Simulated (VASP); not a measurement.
A run of VASP 6.6.1:

Contents of INCAR:

```
SYSTEM = Zn12H2O
PREC = Accurate ; ENCUT = 520
EDIFF = 1E-7 ; ISMEAR = 0
SIGMA = 0.05 ; LREAL = Auto
LASPH = .TRUE. ; NELM = 80
ALGO = Normal ; ISIF = 2
LWAVE = .FALSE. ; LCHARG = .FALSE.
GGA = PE ; IVDW = 12
NBANDS = 89 ; LUSENCCL = .FALSE.
```

The input KPOINTS:

```
Automatic mesh
0
G
  5 5 1
  0 0 0
```

POSCAR

```
Zn12H2O
1.0
    5.3200000000      0.0000000000      0.0000000000
    2.6600000000      4.6072550000      0.0000000000
    0.0000000000      0.0000000000     17.9369600000
Zn O H
12 1 2
Direct
    0.0000000000      0.0000000000      0.0557508073
    0.5000000000      0.0000000000      0.0557508073
   -0.0000000543      0.5000001085      0.0557508073
    0.4999999457      0.5000001085      0.0557508073
   -0.1638039095      0.3368393979      0.1851007640
    0.3370825747      0.3363803393      0.1852141054
   -0.1640924648      0.8370635009      0.1842867465
    0.3373276605      0.8362285135      0.1854687193
    0.0059037050      0.0069275523      0.3120645304
    0.5061702127      0.0098716047      0.3154581936
    0.0084045790      0.5064900901      0.3125147740
    0.5103051253      0.5091953886      0.3154355588
    0.5249266810      0.5488710740      0.4534939031
    0.4641582257      0.4036583606      0.4480392441
    0.3441590995      0.7338419514      0.4573033000
```

Potentials or basis: VASP PAW PBE potentials, release 64 (Zn, O, H).

Command:

```console
$ cat potpaw_PBE.64/Zn/POTCAR potpaw_PBE.64/O/POTCAR potpaw_PBE.64/H/POTCAR > POTCAR
$ mpirun -np 1 vasp_std > vasp.out
```

Hardware: 1 × NVIDIA H100 80GB with 1 thread of AMD EPYC 7R13 Processor (Zen 3) (shared host).

Q: Estimate the wall time of this run.

A: Run time: 3.8 min on 1 × NVIDIA H100 80GB with 1 thread of AMD EPYC 7R13 Processor (Zen 3), with other jobs on the host, peak memory 1.6 GiB. Counts: scf iterations 26, k points 13.
